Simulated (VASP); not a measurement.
# ZrC in VASP: a series of runs, part 2 of 2

VASP 6.6.1. The steps go on from the part before.

### 3 Single point, PBEsol (equal xy, yz and zx shear strains of +2 %)

The input, INCAR:

```
SYSTEM = ZrC
  PREC = Accurate
  ENCUT = 520
  EDIFF = 1E-6
  ISMEAR = -1
  SIGMA = 0.05
  LREAL = .False.
  LASPH = .True.
  NELM = 100
  ALGO = Normal
  ISIF = 2
  LWAVE = .False.
  LCHARG = .False.
  GGA = PS
  NBANDS = 15
```

The input, KPOINTS:

```
regular mesh
0
Gamma
  15 15 15
  0 0 0
```

The input, POSCAR:

```
ZrC
1.0
    0.0470042000      2.3737121000      2.3737121000
    2.3737121000      0.0470042000      2.3737121000
    2.3737121000      2.3737121000      0.0470042000
Zr C
1 1
Direct
    0.5000000000      0.5000000000      0.5000000000
    0.0000000000      0.0000000000      0.0000000000
```

Potentials or basis: VASP PAW PBE potentials, release 64 (Zr_sv, C).

Command:

```bash
$ cat potpaw_PBE.64/Zr_sv/POTCAR potpaw_PBE.64/C/POTCAR > POTCAR
$ mpirun -np 1 vasp_std > vasp.out
```

OUTCAR:

```text
SYSTEM = ZrC
   PREC = Accurate
   ENCUT = 520
   EDIFF = 1E-6
   ISMEAR = -1
   LREAL = .False.
   LASPH = .True.
   NELM = 100
   ISIF = 2
   GGA = PS

 ion  position               nearest neighbor table
   1  0.500  0.500  0.500-   2 2.35   2 2.35   2 2.35   2 2.35   2 2.35   2 2.35
   2  0.000  0.000  0.000-   1 2.35   1 2.35   1 2.35   1 2.35   1 2.35   1 2.35

  LATTYP: Found a trigonal (rhomboedric) cell.
 ALAT       =     3.3572649080
 COS(alpha) =     0.5197000882

  Lattice vectors:

 A1 = (   0.0470042000,   2.3737121000,   2.3737121000)
 A2 = (   2.3737121000,   0.0470042000,   2.3737121000)
 A3 = (   2.3737121000,   2.3737121000,   0.0470042000)

Analysis of symmetry for initial positions (statically):
=====================================================================
 Subroutine PRICEL returns:
 Original cell was already a primitive cell.

 Routine SETGRP: Setting up the symmetry group for a
 trigonal (rhombohedral) supercell.

 Subroutine GETGRP returns: Found 12 space group operations
 (whereof 12 operations were pure point group operations)
[... 177 lines left out ...]
      5      -1.7872      2.00000
      6      10.2959      0.00000
      7      10.3238      0.00000
      8      10.5147      0.00000
      9      10.5147      0.00000
     10      10.6714      0.00000
     11      10.6714      0.00000
     12      12.3161      0.00000
     13      12.3161      0.00000
     14      16.8073      0.00000
[... 401 lines left out ...]
      2     -16.4626      2.00000
      3     -16.3040      2.00000
      4     -16.2699      2.00000
      5      -0.9949      2.00000
      6       7.1587      2.00000
      7       8.8158      2.00000
      8       8.9915      1.99991
      9      10.0561      0.00002
     10      12.3609      0.00000
     11      12.8993      0.00000
     12      13.4590      0.00000
     13      15.3990      0.00000
     14      18.8889      0.00000
     15      22.0816      0.00000

 [... further k-points ...]

------------------------ aborting loop because EDIFF is reached ----------------------------------------

  FORCE on cell =-STRESS in cart. coord.  units (eV):
  Direction    XX          YY          ZZ          XY          YZ          ZX
  --------------------------------------------------------------------------------------
  -------------------------------------------------------------------------------------
  Total       -0.6734432     -0.6734432     -0.6734432     -0.5092247     -0.5092247     -0.5092247
  in kB      -41.5710497    -41.5710497    -41.5710497    -31.4339904    -31.4339904    -31.4339904
  external PRESSURE =     -41.5710497 kB  Pullay stress =       0.0000000 kB

 VOLUME and BASIS-vectors are now :
 -----------------------------------------------------------------------------
  energy-cutoff  :      520.00
  volume of cell :       25.95
      direct lattice vectors                 reciprocal lattice vectors
     0.047004200  2.373712100  2.373712100    -0.217002728  0.212789082  0.212789082
     2.373712100  0.047004200  2.373712100     0.212789082 -0.217002728  0.212789082
     2.373712100  2.373712100  0.047004200     0.212789082  0.212789082 -0.217002728

 POSITION                                       TOTAL-FORCE (eV/Angst)
 -----------------------------------------------------------------------------------
      2.39721      2.39721      2.39721        -0.000000      0.000000     -0.000000
      0.00000      0.00000      0.00000         0.000000     -0.000000      0.000000
 -----------------------------------------------------------------------------------
    total drift:                                0.000000      0.000000      0.000000

  FREE ENERGIE OF THE ION-ELECTRON SYSTEM (eV)
  ---------------------------------------------------
  free  energy   TOTEN  =       -20.5532825695 eV

  energy  without entropy=      -20.5506547993  energy(sigma->0) =      -20.55196868
```

stdout:

```text
POSCAR found type information on POSCAR ZrC
 POSCAR found :  2 types and       2 ions
 scaLAPACK will be used
 -----------------------------------------------------------------------------
|                                                                             |
|                                                                             |
|     You enforced a specific xc type in the INCAR file but a different       |
|     I HOPE YOU KNOW WHAT YOU ARE DOING!                                     |
|                                                                             |
 -----------------------------------------------------------------------------

 LDA part: xc-table for (Slater+PW92), standard interpolation
 POSCAR, INCAR and KPOINTS ok, starting setup
 FFT: planning ... GRIDC
 FFT: planning ... GRID_SOFT
 FFT: planning ... GRID
 WAVECAR not read
 entering main loop
```

It took 2.5 min on 1 thread of AMD EPYC 9R45 (Zen 5), shared host; peak memory 0.23 GiB.

Results:

* Free energy: -20.5533 eV
* Pressure: -4.2 GPa
* Band gap on the k mesh: zero (bands 8 and 9 overlap by 1.30 eV)

Levels at points of the mesh, in eV from the Fermi level:
```
           k point  band 6  band 7  band 8  band 9  band 10  band 11
(0.00, 0.00, 0.00)    0.80    0.83    1.02    1.02     1.18     1.18
```

Caveat: the cell differs from its parent crystal (equal xy, yz and zx shear strains of +2 %); the cell stands under tension; the PAW data sets were made with another functional, which shifts forces and pressure a little.

### 4 Single point, PBEsol (12.85 Å³/atom)

This run uses another cell than the first one, of 12.85 Å³/atom.

The input, INCAR:

```
SYSTEM = ZrC
ALGO     = Normal         ! electronic algorithm
EDIFF    = 1E-6           ! SCF threshold, eV
ENCUT    = 600            ! plane-wave cutoff, eV
GGA      = PS             ! functional
GGA_COMPAT= .FALSE.      
ISIF     = 2              ! what is computed and relaxed
ISMEAR   = -1             ! smearing method
LASPH    = .TRUE.         ! aspherical terms in the spheres
LCHARG   = .FALSE.        ! write CHGCAR
LREAL    = .FALSE.        ! projectors in reciprocal space
LWAVE    = .FALSE.        ! write WAVECAR
NBANDS   = 15             ! bands
NELM     = 120            ! most SCF steps
PREC     = Accurate       ! precision mode
SIGMA    = 0.05           ! smearing width, eV
```

The input, KPOINTS:

```
k-points
0
G
  15 15 15
  0 0 0
```

The input, POSCAR:

```
ZrC
1.0
    0.0000000000      2.3423497072      2.3423497072
    2.3423497072      0.0000000000      2.3423497072
    2.3423497072      2.3423497072      0.0000000000
Zr C
1 1
Direct
    0.5000000000      0.5000000000      0.5000000000
    0.0000000000      0.0000000000      0.0000000000
```

Command:

```bash
$ cat potpaw_PBE.64/Zr_sv/POTCAR potpaw_PBE.64/C/POTCAR > POTCAR
$ mpirun -np 1 vasp_std > vasp.out
```

It took 32 s on 1 thread of Intel Xeon Platinum 8488C (Sapphire Rapids), shared host; peak memory 0.19 GiB.

It converged, with:

| Property | Result |
| --- | --- |
| Free energy | -20.5739 eV |
| Pressure | -2.1 GPa |
| Band gap on the k mesh | zero (bands 8 and 9 overlap by 1.32 eV) |

Levels at points of the mesh, in eV from the Fermi level:
```tsv
k point	band 5	band 6	band 7	band 8	band 9	band 10	band 11	band 12
(0.00, 0.00, 0.00)	-11.31	0.97	0.97	0.97	1.07	1.07	1.07	2.85
```

Caveat: the PAW data sets were made with another functional, which shifts forces and pressure a little.

### 5 Summary

```csv
cell,cutoff (eV),gap on the mesh (eV),pressure (GPa)
"a = 3.275 Å, angles 62.0°, 2 atoms",520,none,-4.1
"a = 3.357 Å, angles 58.7°, 2 atoms",520,none,-4.2
"a = 3.313 Å, angles 60.0°, 2 atoms",600,none,-2.1
```

Alike in all rows: task single point; level PBEsol; potentials or basis VASP PAW PBE potentials, release 64 (Zr_sv, C); no spin polarisation; k mesh 15 × 15 × 15; smearing fermi-dirac 0.05 eV.

Caveats: the PAW data sets were made with another functional, which shifts forces and pressure a little; the cell stands under tension (at least some runs).

Absolute energies hang on the potentials; compare differences alone.
